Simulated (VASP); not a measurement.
# Zn (P6_3/mmc) in VASP: a series of runs, part 2 of 2

VASP 6.6.1. The steps go on from the part before.

## 3. Relaxation of volume and atoms at fixed shape, PBEsol

This run uses another cell than the first one, of 15.33 Å³/atom, 1.080 times its volume.

Contents of INCAR:

```
PREC = Accurate ; ENCUT = 600
EDIFF = 1E-6 ; ISMEAR = -1
SIGMA = 0.05 ; LREAL = F
LASPH = T ; NELM = 80
ALGO = Normal ; ISIF = 8
LWAVE = F ; LCHARG = F
GGA = PS ; IBRION = 2
NSW = 80 ; EDIFFG = -0.01
```

Contents of KPOINTS:

```
regular mesh
0
Gamma
  11 11 5
```

Contents of POSCAR:

```
Zn
1.0
    2.6700000000      0.0000000000      0.0000000000
   -1.3350000000      2.3122878281      0.0000000000
    0.0000000000      0.0000000000      4.9660000000
Zn
2
Direct
    0.3333330000      0.6666670000      0.2500000000
    0.6666670000      0.3333330000      0.7500000000
```

Potentials or basis: VASP PAW PBE potentials, release 64 (Zn).

Run with:

```
$ cat potpaw_PBE.64/Zn/POTCAR > POTCAR
$ mpirun -np 1 vasp_std > vasp.out
```

OUTCAR:

```text
PREC = Accurate
   ENCUT = 600
   EDIFF = 1E-6
   ISMEAR = -1
   LREAL = F
   LASPH = T
   NELM = 80
   ISIF = 8
   GGA = PS
   IBRION = 2
   NSW = 80
   EDIFFG = -0.01

 ion  position               nearest neighbor table
   1  0.333  0.667  0.250-   2 2.92   2 2.92   2 2.92   2 2.92   2 2.92   2 2.92
   2  0.667  0.333  0.750-   1 2.92   1 2.92   1 2.92   1 2.92   1 2.92   1 2.92

  LATTYP: Found a hexagonal cell.
 ALAT       =     2.6700000000
 C/A-ratio  =     1.8599250936

  Lattice vectors:

 A1 = (   2.6700000000,   0.0000000000,   0.0000000000)
 A2 = (  -1.3350000000,   2.3122878281,   0.0000000000)
 A3 = (   0.0000000000,   0.0000000000,   4.9660000000)

Analysis of symmetry for initial positions (statically):
=====================================================================
 Subroutine PRICEL returns:
 Original cell was already a primitive cell.

 Routine SETGRP: Setting up the symmetry group for a
 hexagonal supercell.

 Subroutine GETGRP returns: Found 24 space group operations
 (whereof 12 operations were pure point group operations)
 out of a pool of 24 trial point group operations.

The static configuration has the point symmetry D_3d.
 The point group associated with its full space group is D_6h.

Analysis of symmetry for dynamics (positions and initial velocities):
=====================================================================
 Subroutine PRICEL returns:
 Original cell was already a primitive cell.

 Routine SETGRP: Setting up the symmetry group for a
 hexagonal supercell.

 Subroutine GETGRP returns: Found 24 space group operations
 (whereof 12 operations were pure point group operations)
 out of a pool of 24 trial point group operations.

The dynamic configuration has the point symmetry D_3d.
 The point group associated with its full space group is D_6h.

 Subroutine INISYM returns: Found 24 space group operations
 (whereof 12 operations are pure point group operations),
 and found     1 'primitive' translations

----------------------------------------------------------------------------------------

                                     Primitive cell

  volume of cell :      30.6591

  direct lattice vectors                    reciprocal lattice vectors
     2.670000000  0.000000000  0.000000000     0.374531835  0.216236056  0.000000000
    -1.335000000  2.312287828  0.000000000     0.000000000  0.432472112  0.000000000
     0.000000000  0.000000000  4.966000000     0.000000000  0.000000000  0.201369311

  length of vectors
     2.670000000  2.670000000  4.966000000     0.432472112  0.432472112  0.201369311

  position of ions in fractional coordinates (direct lattice)
     0.333333000  0.666667000  0.250000000
     0.666667000  0.333333000  0.750000000

  ion indices of the primitive-cell ions
   primitive index   ion index
                 1           1
                 2           2

----------------------------------------------------------------------------------------

 KPOINTS: regular mesh

Automatic generation of k-mesh.
 Grid dimensions read from file:
 generate k-points for:   11   11    5

 Generating k-lattice:

  Cartesian coordinates                     Fractional coordinates (reciprocal lattice)
[... 43 lines left out ...]
   number of dos      NEDOS =    301   number of ions     NIONS =      2
   total plane-waves  NPLWV =  23040
   dimension x,y,z NGX =    24 NGY =   24 NGZ =   40
   dimension x,y,z NGXF=    48 NGYF=   48 NGZF=   80
   ions per type =               2
   NGX,Y,Z   is equivalent  to a cutoff of  14.94, 14.94, 13.39 a.u.
   NGXF,Y,Z  is equivalent  to a cutoff of  29.89, 29.89, 26.78 a.u.
 SYSTEM =  unknown system
   PREC   = accura    normal or accurate (medium, high low for compatibility)
   ISTART =      0    job   : 0-new  1-cont  2-samecut
   ICHARG =      2    charge: 1-file 2-atom 10-const
   ISPIN  =      1    spin polarized calculation?
   LNONCOLLINEAR =      F non collinear calculations
   LSORBIT =      F    spin-orbit coupling
   LASPH  =      T    aspherical Exc in radial PAW
   ENCUT  =  600.0 eV  44.10 Ry    6.64 a.u.   5.33  5.33  9.92*2*pi/ulx,y,z
   NELM   =     80;   NELMIN=  2; NELMDL= -5     # of ELM steps
   EDIFF  = 0.1E-05   stopping-criterion for ELM
   LREAL  =      F    real-space projection
   EDIFFG = -.1E-01   stopping-criterion for IOM
   NSW    =     80    number of steps for IOM
   IBRION =      2    ionic relax: 0-MD 1-quasi-New 2-CG
   NFREE  =      1    steps in history (QN), initial steepest desc. (CG)
   ISIF   =      8    stress and relaxation
   ISYM   =      2    0-nonsym 1-usesym 2-fastsym
   POTIM  = 0.5000    time-step for ionic-motion
   TEBEG  =    0.0;   TEEND  =   0.0 temperature during run
   PSTRESS=    0.0 pullay stress
   NELECT =      24.0000    total number of electrons
   NUPDOWN=      -1.0000    fix difference up-down
   EMIN   =  10.00;   EMAX   =-10.00  energy-range for DOS
   EFERMI =   0.00;   METHOD = LEGACY
   ISMEAR =    -1;   SIGMA  =   0.05  broadening in eV -4-tet -1-fermi 0-gaus
   EFERMI_NEDOS =   21; number of points for ismear=-14 and -15
   IALGO  =     38    algorithm
   IMIX   =      4    mixing-type and parameters
     AMIX     =   0.40;   BMIX     =  1.00
     AMIX_MAG =   1.60;   BMIX_MAG =  1.00
  volume/ion in A,a.u.               =      15.33       103.45
  Fermi-wavevector in a.u.,A,eV,Ry     =   1.508778  2.851177 30.972445  2.276410
  Thomas-Fermi vector in A             =   2.619187
   LORBIT       =      0    0 simple, 1 ext, 2 COOP (PROOUT), +10 PAW based schemes
   GGA     = PS    functional components
   LHFCALC =     F    Hartree Fock is set to
   AEXX    =    0.0000 exact exchange contribution
   IVDW    =     0    specifies the selected vdW correction
   LEPSILON=     F    determine dielectric tensor
   LRPA    =     F    only Hartree local field effects (RPA)
 conjugate gradient relaxation of ions
 non-spin polarized calculation
  energy-cutoff  :      600.00
  volume of cell :       30.66
 maximum number of plane-waves:      1051
 NGX is ok and might be reduce to    24
   NGX = 11   NGY = 11   NGZ = 19

--------------------------------------- Ionic step        1  -------------------------------------------

 number of electron      24.0000003 magnetization

 Free energy of the ion-electron system (eV)
  ---------------------------------------------------
  ext. energy  EPLUGINS =         0.00000000
  ---------------------------------------------------
  free energy    TOTEN  =        -3.11654186 eV

  energy without entropy =       -3.11219153  energy(sigma->0) =       -3.11436670

------------------------ aborting loop because EDIFF is reached ----------------------------------------

  FORCE on cell =-STRESS in cart. coord.  units (eV):
  Direction    XX          YY          ZZ          XY          YZ          ZX
  --------------------------------------------------------------------------------------
  -------------------------------------------------------------------------------------
  Total       -0.9100550     -0.9100550     -1.2755140      0.0000000     -0.0000000      0.0000000
  in kB      -47.5574297    -47.5574297    -66.6554947      0.0000000     -0.0000000      0.0000000
  external PRESSURE =     -53.9234513 kB  Pullay stress =       0.0000000 kB
[... 59 lines left out ...]
--------------------------------------- Ionic step        3  -------------------------------------------

 number of electron      23.9999997 magnetization

 Free energy of the ion-electron system (eV)
  ---------------------------------------------------
  ext. energy  EPLUGINS =         0.00000000
  ---------------------------------------------------
  free energy    TOTEN  =        -3.15473832 eV

  energy without entropy =       -3.15073833  energy(sigma->0) =       -3.15273832

 E-fermi :   3.4156     XC(G=0): -12.0362

 val. band max:        3.3162251723   @ k =   0.1818   0.1818   0.0000
 cond. band min:       3.4399726796   @ k =   0.3636   0.2727   0.4000
 fundamental gap:      0.1237475072
 Fermi energy:         3.4155813095

 k-point     1 :       0.0000    0.0000    0.0000
  band No.  band energies     occupation
      1      -7.5325      2.00000
      2      -5.4960      2.00000
      3      -4.6857      2.00000
      4      -4.4213      2.00000
      5      -4.4213      2.00000
      6      -4.3645      2.00000
[... 433 lines left out ...]
      3      -4.6390      2.00000
      4      -4.5914      2.00000
      5      -4.5388      2.00000
      6      -4.3837      2.00000
[... 8 lines left out ...]
     15      14.4092      0.00000
     16      15.7635      0.00000

 [... further k-points ...]

------------------------ aborting loop because EDIFF is reached ----------------------------------------

  FORCE on cell =-STRESS in cart. coord.  units (eV):
  Direction    XX          YY          ZZ          XY          YZ          ZX
  --------------------------------------------------------------------------------------
  -------------------------------------------------------------------------------------
  Total        0.2557091      0.2557091     -0.4959731     -0.0000000     -0.0000000     -0.0000000
  in kB       14.3477525     14.3477525    -27.8288847     -0.0000000     -0.0000000     -0.0000000
  external PRESSURE =       0.2888734 kB  Pullay stress =       0.0000000 kB
[... 17 lines left out ...]
  FREE ENERGIE OF THE ION-ELECTRON SYSTEM (eV)
  ---------------------------------------------------
  free  energy   TOTEN  =        -3.1547383170 eV

  energy  without entropy=       -3.1507383319  energy(sigma->0) =       -3.15273832

 reached required accuracy - stopping structural energy minimisation
```

OSZICAR:

```text
N       E                     dE             d eps       ncg     rms          rms(c)
DAV:   1     0.101626822400E+03    0.10163E+03   -0.13890E+04  1568   0.259E+03
[... 22 lines left out ...]
       N       E                     dE             d eps       ncg     rms          rms(c)
DAV:   1    -0.316202674386E+01   -0.74810E-02   -0.79399E-02  1536   0.585E+00    0.605E-01
DAV:   2    -0.315558782428E+01    0.64389E-02   -0.24354E-02  1536   0.363E+00    0.195E-01
DAV:   3    -0.315499704842E+01    0.59078E-03   -0.32482E-04  1920   0.302E-01    0.107E-01
DAV:   4    -0.315473664944E+01    0.26040E-03   -0.46826E-05  2216   0.130E-01    0.461E-03
DAV:   5    -0.315473792970E+01   -0.12803E-05   -0.60670E-06  1592   0.220E-02    0.147E-03
DAV:   6    -0.315473831704E+01   -0.38734E-06   -0.73266E-08   896   0.274E-03
   3 F= -.31547383E+01 E0= -.31527383E+01  d E =-.381965E-01
```

CONTCAR:

```text
Zn
   1.00000000000000
     2.6074477705968331    0.0000000000000000    0.0000000000000000
    -1.3037238852984165    2.2581160083736100    0.0000000000000000
     0.0000000000000000    0.0000000000000000    4.8496575388703649
  Zn
     2
Direct
     0.3333330000000032    0.6666669999999968    0.2500000000000000
     0.6666669999999968    0.3333330000000032    0.7500000000000000

  0.00000000E+00  0.00000000E+00  0.00000000E+00
  0.00000000E+00  0.00000000E+00  0.00000000E+00
```

It took 50 s on 1 thread of AMD EPYC 7R43 (Zen 3), shared host; peak memory 0.14 GiB.

What came out:

```yaml
Free_energy: -3.1547 eV
Relaxed_volume: 14.28 Å³/atom
Relaxed_cell: a = 2.607 Å, b = 2.607 Å, c = 4.850 Å, α = 90.00°, β = 90.00°, γ = 120.00°
Space_group_after_relaxing_to_0.05_Å: P6_3/mmc (No. 194)
Energy_gained_by_relaxing: 19.1 meV/atom
Ionic_steps: 3
Pressure_after_relaxing: 0.0 GPa
Band_gap_on_the_k_mesh: zero (band 12 reaches 5.14 eV, above the bottom of band 13 at 0.39 eV)
```

Step by step:
```tsv
step	energy change (eV)	largest force (eV/Å)	pressure (GPa)	volume (Å³)
1	0.0000	0.0000	-5.39	30.66
2	-0.0380	0.0000	0.42	28.43
3	-0.0382	0.0000	0.03	28.55
```

Final structure:
```yaml
crystal:
  lattice:
    - [2.60745, 0.00000, 0.00000]
    - [-1.30372, 2.25812, 0.00000]
    - [0.00000, 0.00000, 4.84966]
  atoms:
    - { symbol: Zn, position: [0.33333, 0.66667, 0.25000] }
    - { symbol: Zn, position: [0.66667, 0.33333, 0.75000] }
```

Levels at points of the mesh, in eV from the Fermi level:
| k point | band 10 | band 11 | band 12 | band 13 | band 14 | band 15 |
| --- | --- | --- | --- | --- | --- | --- |
| (0.00, 0.00, 0.00) | -7.17 | -7.17 | -4.00 | -3.02 | 14.10 | 17.84 |

Caveat: the PAW data sets were made with another functional, which shifts forces and pressure a little.
